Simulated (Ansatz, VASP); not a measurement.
**NaF: VASP beside Ansatz**

File INCAR:

```
  PREC = Accurate
  ENCUT = 600
  EDIFF = 1E-6
  ISMEAR = 0
  SIGMA = 0.01
  LREAL = F
  LASPH = T
  NELM = 120
  ALGO = Normal
  ISIF = 2
  LWAVE = F
  LCHARG = F
  GGA = PE
  NBANDS = 14
  GGA_COMPAT = F
```

File KPOINTS:

```
regular mesh
0
Gamma
  4 4 4
```

The input POSCAR:

```
NaF
1.0
    0.0000000000      2.3247172400      2.3247172400
    2.3247172400      0.0000000000      2.3247172400
    2.3247172400      2.3247172400      0.0000000000
Na F
1 1
Direct
    0.0000000000      0.0000000000      0.0000000000
    0.5000000000      0.5000000000      0.5000000000
```

Input for Ansatz:

```yaml
crystal:
  lattice:
    - [0.0, 2.32471724, 2.32471724]
    - [2.32471724, 0.0, 2.32471724]
    - [2.32471724, 2.32471724, 0.0]
  atoms:
    - { symbol: Na, position: [0.0, 0.0, 0.0] }
    - { symbol: F, position: [0.5, 0.5, 0.5] }
basis:
  precision: f64
  xc_grid: 2
  ecutwfc: 700
  ecutrho_ratio: 4
kpoints:
  mp_grid: { grid: [4, 4, 4], shift: [0, 0, 0] }
hamiltonian:
  xc: pbe
  dispersion: none
  pseudopotentials:
    kind: paw
    azcp:
      F: "pseudopotentials/F.paw.azcp"
      Na: "pseudopotentials/Na.paw.azcp"
magnetization:
  spin_polarized: false
scf:
  lower_state_search: "off"
  max_iter: 200
  occupations: { method: fixed }
  convergence: { dr2_threshold: "1e-10 eV" }
output:
  forces: true
  stress: true
  eigenvalues: true
```

Alike in both runs: task single point; functional PBE; k mesh 4 × 4 × 4; no spin polarisation.

|  | VASP | Ansatz |
| --- | --- | --- |
| version | VASP 6.6.1 | Ansatz 0.2.0-dev |
| potentials or method | VASP PAW PBE potentials, release 64 (Na_pv, F), cutoff 600 eV | hard PAW set made for 700 eV |
| occupations | gaussian, width 0.01 eV | fixed |

|  | VASP | Ansatz | Ansatz less VASP |
| --- | --- | --- | --- |
| gap on the k mesh at the Fermi level (eV) | 6.25 | 6.26 | +0.010 |

The k mesh is coarse, so the values compare programs but aren't converged.
